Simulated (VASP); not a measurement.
Input of a VASP 6.6.1 run:

File INCAR:

```
  PREC = Accurate
  ENCUT = 560
  EDIFF = 1E-6
  ISMEAR = -1
  SIGMA = 0.1
  LREAL = False
  LASPH = True
  NELM = 120
  ALGO = Normal
  ISIF = 2
  LWAVE = False
  LCHARG = False
  GGA = B5
  ALDAX = 1.0
  AGGAX = 1.0
  AGGAC = 1.0
  ALDAC = 0.0
  NBANDS = 30
  GGA_COMPAT = False
```

Contents of KPOINTS:

```
regular mesh
0
Gamma
  9 9 13
```

File POSCAR:

```
Re
1.0
    4.5474966481      0.0000000000      0.0000000000
   -2.2737483240      3.9382476209      0.0000000000
    0.0000000000      0.0000000000      2.8597792429
Re
3
Direct
    1.0000000000      1.0000000000      1.0000000000
    0.3333333333      0.6666666667      0.5000000000
    0.6666666667      0.3333333333      0.5000000000
```

Potentials or basis: VASP PAW PBE potentials, release 64 (Re_sv_GW).

Command:

```sh
$ cat potpaw_PBE.64/Re_sv_GW/POTCAR > POTCAR
$ mpirun -np 1 vasp_std > vasp.out
```

What does it give for the band gap on the k mesh?

Zero (an odd number of electrons rules out a gap without spin polarisation).

Predict the pressure.

-20.0 GPa.

Stress tensor (GPa, compression positive):
```
-20.75   0.00   0.00
  0.00 -20.75   0.00
  0.00   0.00 -18.55
```

Caveat: the cell stands under tension; the PAW data sets were made with another functional, which shifts forces and pressure a little; spin-orbit coupling is left out, which moves the levels of the heavy elements.
